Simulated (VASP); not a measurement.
# Li8HF8 (a cell with a defect) in VASP: notebook, part 2 of 2

VASP 6.6.1. The steps go on from the part before.

## (3) Single point, PBE, collinear spin

The input, INCAR:

```
ALGO = Normal ; EDIFF = 1E-6
ENCUT = 520 ; GGA = PE
ISIF = 2 ; ISMEAR = 0
ISPIN = 2 ; LASPH = T
LCHARG = F ; LORBIT = 11
LREAL = Auto ; LWAVE = F
MAGMOM = 0 0 0 0 0 0 0 0 0 0 0 0 0 0 0 0 0.58 ; NBANDS = 58
NELM = 150 ; PREC = Accurate
SIGMA = 0.02
```

The input, KPOINTS:

```
k-points
0
Gamma
  2 2 2
```

The input, POSCAR:

```
Li8HF8
1.0
   -4.0681815568      4.0681815568      0.0000000000
    0.0000000000      4.0681815568     -4.0681815568
   -4.0681815568      0.0000000000     -4.0681815568
Li F H
8 8 1
Direct
    0.0066077434     -0.0096838107      0.5075927589
    0.0066050395      0.4956586799      0.5075905466
   -0.0317686166      0.0058710507      0.0202241466
   -0.0026479890      0.4997841103      0.0032504695
    0.5192888937      0.0058840786      0.4691429017
    0.5022397529      0.4997860768      0.4983601326
    0.4950741435      0.0046474081     -0.0039461120
    0.4950821324      0.5043663788     -0.0039383690
    0.2421132111      0.7265045718      0.7431378019
    0.2421252558      0.2883677839      0.7431478801
    0.2447421498      0.7458928412      0.2636508438
    0.2549485527      0.2451461387      0.2549377371
    0.7626851105      0.7458862043      0.7457210200
    0.7539379591      0.2451531442      0.7559344285
    0.7504083722      0.7484893330      0.2513959826
    0.7504080035      0.2498934686      0.2513946307
    0.3381466586     -0.0885582403      0.8390350707
```

Potentials or basis: VASP PAW PBE potentials, release 64 (Li_sv, F, H).

Command:

```
> cat potpaw_PBE.64/Li_sv/POTCAR potpaw_PBE.64/F/POTCAR potpaw_PBE.64/H/POTCAR > POTCAR
> mpirun -np 1 vasp_std > vasp.out
```

It took 4.1 min on 1 thread of AMD EPYC 9R45 (Zen 5), shared host; peak memory 0.39 GiB.

The run converged. Its results:

| Property | Result |
| --- | --- |
| Free energy | -76.6470 eV |
| Largest force | 0.195 eV/Å |
| Band gap on the k mesh | 1.53 eV |
| Net moment | 1.00 μB per cell |
| Site moments | Li +0.00, +0.01 (each value once); F +0.09, +0.05, +0.00 (each value once); H +0.35 μB |
| Valence electrons inside the program's atomic spheres | Li 2.07, 2.06 (each value once); F 6.13, 6.14 (each value once); H 0.49 |

Forces in eV/Å, atoms in the order of the input:
```
Li   0.044  0.002 -0.001
Li   0.045  0.000  0.002
Li   0.012  0.036  0.037
Li   0.016  0.001  0.001
Li   0.013 -0.037 -0.037
Li   0.016 -0.001 -0.001
Li  -0.012  0.007 -0.008
Li  -0.012 -0.008  0.007
F    0.014  0.030 -0.029
F    0.015 -0.029  0.030
F   -0.021 -0.014 -0.014
F    0.028  0.002  0.002
F   -0.020  0.013  0.013
F    0.028 -0.002 -0.001
F    0.014  0.003 -0.004
F    0.014 -0.004  0.003
H   -0.195  0.000  0.000
```

Levels at points of the mesh, in eV from the valence-band top:
Spin up:
```
           k point  band 39  band 40  band 41  band 42  band 43  band 44
(0.00, 0.00, 0.00)    -4.16    -4.12    -0.94     5.10     6.34     6.40
(0.50, 0.00, 0.00)    -4.25    -4.19    -0.42     5.91     6.84     8.24
(0.00, 0.50, 0.00)    -4.26    -4.24    -0.11     5.93     6.67     8.22
(0.00, 0.00, 0.50)    -4.25    -4.19    -0.42     5.91     6.84     8.24
(0.50, 0.50, 0.50)    -4.26    -4.24    -0.10     5.93     6.67     8.22
(0.50, 0.50, 0.00)    -4.40    -4.29     0.00     7.01     7.13     7.51
(0.00, 0.50, 0.50)    -4.40    -4.29     0.00     7.01     7.13     7.51
(0.50, 0.00, 0.50)    -4.35    -4.30    -0.16     6.93     7.21     7.48
```
Spin down:
```
           k point  band 36  band 37  band 38  band 39  band 40  band 41  band 42  band 43  band 44  band 45
(0.00, 0.00, 0.00)    -4.31    -4.30    -4.07    -4.06    -3.93     1.53     5.18     6.42     6.43     6.45
(0.50, 0.00, 0.00)    -4.55    -4.32    -4.30    -4.13    -3.98     2.01     5.93     7.00     8.39     8.42
(0.00, 0.50, 0.00)    -4.58    -4.27    -4.26    -4.16    -4.09     2.26     5.95     6.81     8.35     8.36
(0.00, 0.00, 0.50)    -4.55    -4.32    -4.30    -4.13    -3.98     2.01     5.93     7.00     8.39     8.42
(0.50, 0.50, 0.50)    -4.58    -4.27    -4.26    -4.16    -4.09     2.26     5.95     6.81     8.35     8.36
(0.50, 0.50, 0.00)    -4.56    -4.44    -4.31    -4.27    -4.17     2.39     7.04     7.17     7.58     7.70
(0.00, 0.50, 0.50)    -4.56    -4.44    -4.31    -4.27    -4.17     2.39     7.04     7.17     7.58     7.70
(0.50, 0.00, 0.50)    -4.55    -4.45    -4.28    -4.27    -4.09     2.27     6.97     7.23     7.56     7.68
```

Caveat: the k points lie up to 0.67 Å⁻¹ apart.

## (4) Single point, PBE, collinear spin

The input, INCAR:

```
SYSTEM = Li8HF8
  PREC = Accurate
  ENCUT = 520
  EDIFF = 1E-6
  ISMEAR = 0
  SIGMA = 0.02
  LREAL = Auto
  LASPH = .True.
  NELM = 150
  ALGO = Normal
  ISIF = 2
  LWAVE = .False.
  LCHARG = .True.
  ISPIN = 2
  MAGMOM = 0 0 0 0 0 0 0 0 0 0 0 0 0 0 0 0 0.58
  LORBIT = 11
  GGA = PE
  LELF = .True.
  LVHAR = .True.
  NBANDS = 58
```

The input, KPOINTS:

```
regular mesh
0
Gamma
  2 2 2
  0 0 0
```

The input, POSCAR:

```
Li8HF8
1.0
   -4.0681815568      4.0681815568      0.0000000000
    0.0000000000      4.0681815568     -4.0681815568
   -4.0681815568      0.0000000000     -4.0681815568
Li F H
8 8 1
Direct
    0.0049147266     -0.0046898104      0.5051052838
    0.0049245590      0.4955948922      0.5051156079
   -0.0192110403     -0.0058763356      0.0319577674
   -0.0022458437      0.5001850266      0.0028394750
    0.5318179560     -0.0058802685      0.4809384667
    0.5026283787      0.5001850266      0.4979665907
    0.4934097635      0.0096508721     -0.0063990507
    0.4934079200      0.5043083676     -0.0064008943
    0.2578655808      0.7115658334      0.7580883392
    0.2578527987      0.2734155259      0.7580738364
    0.2450641610      0.7548196798      0.2462688762
    0.2552790443      0.2540979269      0.2374978812
    0.7460650312      0.7548259479      0.7452555786
    0.7373196004      0.2540951001      0.7554630876
    0.7496024839      0.7500936124      0.2497948987
    0.7496040817      0.2514884072      0.2497955133
    0.1618821557      0.0884751565      0.6620043777
```

Command:

```
> cat potpaw_PBE.64/Li_sv/POTCAR potpaw_PBE.64/F/POTCAR potpaw_PBE.64/H/POTCAR > POTCAR
> mpirun -np 1 vasp_std > vasp.out
```

Wall time 7.4 min (1 thread of Intel Xeon Platinum 8259CL at 2.50GHz (Skylake/Cascade Lake), shared host); peak memory 0.42 GiB.

Results (log left out):

| Property | Result |
| --- | --- |
| Free energy | -76.6472 eV |
| Largest force | 0.194 eV/Å |
| Band gap on the k mesh | 1.53 eV |
| Net moment | 1.00 μB per cell |
| Site moments | Li +0.00, +0.01 (each value once); F +0.09, +0.00, +0.05 (each value once); H +0.35 μB |
| Valence electrons inside the program's atomic spheres | Li 2.06, 2.07 (each value once); F 6.13, 6.14 (each value once); H 0.49 |

Forces in eV/Å, atoms in the order of the input:
```
Li   0.012 -0.007  0.007
Li   0.012  0.007 -0.007
Li  -0.013  0.038  0.037
Li  -0.019  0.001  0.000
Li  -0.013 -0.037 -0.038
Li  -0.019  0.001 -0.001
Li  -0.043 -0.001  0.002
Li  -0.043  0.002 -0.002
F   -0.014  0.030 -0.030
F   -0.015 -0.030  0.030
F   -0.027 -0.002  0.000
F    0.021  0.016  0.014
F   -0.027 -0.001  0.002
F    0.021 -0.014 -0.015
F   -0.013  0.002 -0.003
F   -0.016 -0.004  0.003
H    0.194  0.000  0.000
```

Levels at points of the mesh, in eV from the valence-band top:
Spin up:
```csv
k point,band 39,band 40,band 41,band 42,band 43,band 44
"(0.00, 0.00, 0.00)",-4.16,-4.12,-0.94,5.10,6.34,6.40
"(0.50, 0.00, 0.00)",-4.25,-4.19,-0.42,5.91,6.84,8.24
"(0.00, 0.50, 0.00)",-4.26,-4.24,-0.10,5.93,6.67,8.22
"(0.00, 0.00, 0.50)",-4.25,-4.19,-0.42,5.91,6.84,8.24
"(0.50, 0.50, 0.50)",-4.26,-4.24,-0.11,5.93,6.67,8.22
"(0.50, 0.50, 0.00)",-4.40,-4.29,0.00,7.01,7.13,7.51
"(0.00, 0.50, 0.50)",-4.40,-4.29,0.00,7.01,7.13,7.51
"(0.50, 0.00, 0.50)",-4.35,-4.30,-0.16,6.93,7.21,7.48
```
Spin down:
```tsv
k point	band 37	band 38	band 39	band 40	band 41	band 42	band 43	band 44
(0.00, 0.00, 0.00)	-4.30	-4.07	-4.06	-3.93	1.53	5.18	6.42	6.43
(0.50, 0.00, 0.00)	-4.32	-4.30	-4.13	-3.98	2.01	5.93	7.00	8.39
(0.00, 0.50, 0.00)	-4.27	-4.26	-4.16	-4.09	2.26	5.95	6.81	8.35
(0.00, 0.00, 0.50)	-4.32	-4.30	-4.13	-3.98	2.01	5.93	7.00	8.39
(0.50, 0.50, 0.50)	-4.27	-4.26	-4.16	-4.09	2.26	5.95	6.81	8.35
(0.50, 0.50, 0.00)	-4.44	-4.31	-4.27	-4.17	2.39	7.04	7.17	7.58
(0.00, 0.50, 0.50)	-4.44	-4.31	-4.27	-4.17	2.39	7.04	7.17	7.58
(0.50, 0.00, 0.50)	-4.45	-4.28	-4.26	-4.09	2.27	6.97	7.23	7.56
```

Caveat: the k points lie up to 0.67 Å⁻¹ apart.

## (5) Single point, PBE, collinear spin

The input, INCAR:

```
SYSTEM = Li8HF8
ALGO = Normal ; EDIFF = 1E-6
ENCUT = 520 ; GGA = PE
ISIF = 2 ; ISMEAR = 0
ISPIN = 2 ; LASPH = .True.
LCHARG = .False. ; LORBIT = 11
LREAL = Auto ; LWAVE = .False.
MAGMOM = 0 0 0 0 0 0 0 0 0 0 0 0 0 0 0 0 0.58 ; NBANDS = 58
NELM = 150 ; PREC = Accurate
SIGMA = 0.02
```

The input, KPOINTS:

```
k-points
0
Gamma
  2 2 2
  0 0 0
```

The input, POSCAR:

```
Li8HF8
1.0
   -4.0681815568      4.0681815568      0.0000000000
    0.0000000000      4.0681815568     -4.0681815568
   -4.0681815568      0.0000000000     -4.0681815568
Li F H
8 8 1
Direct
    0.0108852074     -0.0075866821      0.5112741334
    0.0108818890      0.4861817184      0.5112708150
   -0.0330920580     -0.0035397879      0.0409946060
   -0.0064607490      0.5003610266      0.0064981121
    0.5406792861     -0.0035410170      0.4672282870
    0.5060753733      0.5003617640      0.4939620988
    0.4894368583      0.0112354868     -0.0101733414
    0.4894308359      0.5102733177     -0.0101796096
    0.2547119605      0.7044699112      0.7551579144
    0.2547034801      0.2863702083      0.7551469759
    0.2434450101      0.7571615123      0.2430072223
    0.2553890443      0.2479881947      0.2494084853
    0.7426027963      0.7571707302      0.7438308634
    0.7490255677      0.2479891779      0.7557701044
    0.7492018135      0.7478530536      0.2495901389
    0.7492025509      0.2541486867      0.2495896473
    0.2040164600      0.0461407627      0.7043058330
```

Potentials or basis: VASP PAW PBE potentials, release 64 (Li_sv, F, H).

Command:

```
> cat potpaw_PBE.64/Li_sv/POTCAR potpaw_PBE.64/F/POTCAR potpaw_PBE.64/H/POTCAR > POTCAR
> mpirun -np 1 vasp_std > vasp.out
```

OUTCAR:

```text
SYSTEM = Li8HF8
   EDIFF = 1E-6
   ENCUT = 520
   GGA = PE
   ISIF = 2
   ISMEAR = 0
   ISPIN = 2
   LASPH = .True.
   LORBIT = 11
   LREAL = Auto
   NELM = 150
   PREC = Accurate

 ion  position               nearest neighbor table
   1  0.011  0.992  0.511-   9 2.00  14 2.04  12 2.04  11 2.05  13 2.05  16 2.13
   2  0.011  0.486  0.511-  10 2.00  14 2.04  12 2.04  11 2.05  13 2.05  15 2.13
   3  0.967  0.996  0.041-  17 1.70  16 1.90  15 1.90  11 1.96  14 2.06   5 2.45
   4  0.994  0.500  0.006-   9 1.90  10 1.90  16 2.00  15 2.00  12 2.05  13 2.09
   5  0.541  0.996  0.467-  17 1.70  16 1.90  15 1.90  13 1.96  12 2.06   3 2.45
   6  0.506  0.500  0.494-   9 1.90  10 1.90  16 2.00  15 2.00  14 2.05  11 2.09
   7  0.489  0.011  0.990-  10 1.92  12 2.02  14 2.02  13 2.03  11 2.03  15 2.11
   8  0.489  0.510  0.990-   9 1.92  12 2.02  14 2.02  13 2.03  11 2.03  16 2.11
   9  0.255  0.704  0.755-   4 1.90   6 1.90   8 1.92   1 2.00
  10  0.255  0.286  0.755-   4 1.90   6 1.90   7 1.92   2 2.00
  11  0.243  0.757  0.243-   3 1.96   7 2.03   8 2.03   1 2.05   2 2.05   6 2.09
  12  0.255  0.248  0.249-   8 2.02   7 2.02   2 2.04   1 2.04   4 2.05   5 2.06
  13  0.743  0.757  0.744-   5 1.96   7 2.03   8 2.03   1 2.05   2 2.05   4 2.09
[... 1121 lines left out ...]
  energy-cutoff  :      520.00
  volume of cell :      134.66
      direct lattice vectors                 reciprocal lattice vectors
    -4.068181557  4.068181557  0.000000000    -0.122905036  0.122905036  0.122905036
     0.000000000  4.068181557 -4.068181557     0.122905036  0.122905036 -0.122905036
    -4.068181557  0.000000000 -4.068181557    -0.122905036 -0.122905036 -0.122905036

 POSITION                                       TOTAL-FORCE (eV/Angst)
 -----------------------------------------------------------------------------------
     -2.12424      4.08160     -6.11727        -0.002537      0.005074     -0.005719
     -2.12421      2.02215     -4.05782        -0.002714     -0.006009      0.005383
     -4.10033      7.98734     -4.22055        -0.036312      0.021216      0.022023
     -4.06833      6.07746     -2.06199        -0.020497     -0.002065     -0.002214
     -4.10035      6.25336     -5.95455        -0.036851     -0.021490     -0.021487
     -4.06833      4.09437     -4.04509        -0.020447      0.001447      0.001798
[... 9 lines left out ...]
     -4.06327      4.08181     -2.04930        -0.010883     -0.001840      0.002361
     -3.69522      1.01768     -3.05295         0.283247      0.000369     -0.000441
 -----------------------------------------------------------------------------------
    total drift:                                0.001370     -0.002080      0.001701

  FREE ENERGIE OF THE ION-ELECTRON SYSTEM (eV)
  ---------------------------------------------------
  free  energy   TOTEN  =       -76.5343439035 eV

  energy  without entropy=      -76.5343439035  energy(sigma->0) =      -76.53434390

 total charge

# of ion       s       p       d       tot
------------------------------------------
    1        2.014   0.045   0.000   2.059
    2        2.014   0.045   0.000   2.059
    3        2.023   0.060   0.000   2.082
    4        2.019   0.052   0.000   2.072
    5        2.023   0.060   0.000   2.082
    6        2.019   0.052   0.000   2.072
[... 9 lines left out ...]
   16        1.729   4.414   0.000   6.143
   17        0.478   0.010   0.000   0.489
--------------------------------------------------
tot         30.479  35.638   0.000  66.118

 magnetization (x)

# of ion       s       p       d       tot
------------------------------------------
    1        0.000   0.000   0.000   0.001
    2        0.000   0.000   0.000   0.001
    3        0.004   0.008   0.000   0.013
    4        0.000   0.001   0.000   0.001
    5        0.004   0.008   0.000   0.013
    6        0.000   0.001   0.000   0.001
[... 9 lines left out ...]
   16       -0.000   0.000   0.000   0.000
   17        0.336   0.001   0.000   0.337
--------------------------------------------------
tot          0.372   0.282   0.000   0.653
```

OSZICAR:

```text
N       E                     dE             d eps       ncg     rms          rms(c)
DAV:   1     0.715230466761E+03    0.71523E+03   -0.40384E+04  1856   0.153E+03
DAV:   2    -0.847538555512E+01   -0.72371E+03   -0.68813E+03  2066   0.423E+02
DAV:   3    -0.743890690465E+02   -0.65914E+02   -0.65478E+02  2696   0.111E+02
DAV:   4    -0.800155095132E+02   -0.56264E+01   -0.55948E+01  2944   0.294E+01
DAV:   5    -0.804608224220E+02   -0.44531E+00   -0.44521E+00  2448   0.578E+00    0.130E+01
DAV:   6    -0.757588127777E+02    0.47020E+01   -0.16477E+01  2016   0.183E+01    0.402E+00
DAV:   7    -0.763522717287E+02   -0.59346E+00   -0.16412E+00  2416   0.456E+00    0.284E+00
DAV:   8    -0.765041091479E+02   -0.15184E+00   -0.38076E-01  2268   0.288E+00    0.112E+00
DAV:   9    -0.765303797891E+02   -0.26271E-01   -0.76529E-02  2436   0.124E+00    0.439E-01
DAV:  10    -0.765332840408E+02   -0.29043E-02   -0.11679E-02  2894   0.531E-01    0.203E-01
DAV:  11    -0.765340265581E+02   -0.74252E-03   -0.21136E-03  2392   0.257E-01    0.110E-01
DAV:  12    -0.765342428196E+02   -0.21626E-03   -0.24826E-04  2452   0.876E-02    0.549E-02
DAV:  13    -0.765343387490E+02   -0.95929E-04   -0.18254E-04  2304   0.792E-02    0.195E-02
DAV:  14    -0.765343443109E+02   -0.55620E-05   -0.21553E-05  2536   0.262E-02    0.121E-02
DAV:  15    -0.765343439035E+02    0.40748E-06   -0.90007E-06  2136   0.197E-02
   1 F= -.76534344E+02 E0= -.76534344E+02  d E =-.187912E-17  mag=     1.0000
```

It took 6 min on 1 thread of Intel Xeon Platinum 8259CL at 2.50GHz (Skylake/Cascade Lake), shared host; peak memory 0.42 GiB.

What came out:

| Quantity | Value |
| --- | --- |
| Free energy | -76.5343 eV |
| Largest force | 0.283 eV/Å |
| Band gap on the k mesh | 1.41 eV |
| Net moment | 1.00 μB per cell |
| Site moments | Li +0.00, +0.01 (each value once); F +0.11, +0.00, +0.03 (each value once); H +0.34 μB |
| Valence electrons inside the program's atomic spheres | Li 2.06, 2.08, 2.07 (each value once); F 6.13, 6.14 (each value once); H 0.49 |

Forces in eV/Å, atoms in the order of the input:
```
Li  -0.003  0.005 -0.006
Li  -0.003 -0.006  0.005
Li  -0.036  0.021  0.022
Li  -0.020 -0.002 -0.002
Li  -0.037 -0.021 -0.021
Li  -0.020  0.001  0.002
Li  -0.043  0.004 -0.003
Li  -0.043 -0.003  0.002
F   -0.037  0.015 -0.015
F   -0.038 -0.014  0.015
F   -0.014  0.000  0.000
F    0.025  0.011  0.011
F   -0.015 -0.001  0.000
F    0.025 -0.011 -0.011
F   -0.011  0.002 -0.002
F   -0.011 -0.002  0.002
H    0.283  0.000  0.000
```

Caveat: the k points lie up to 0.67 Å⁻¹ apart.
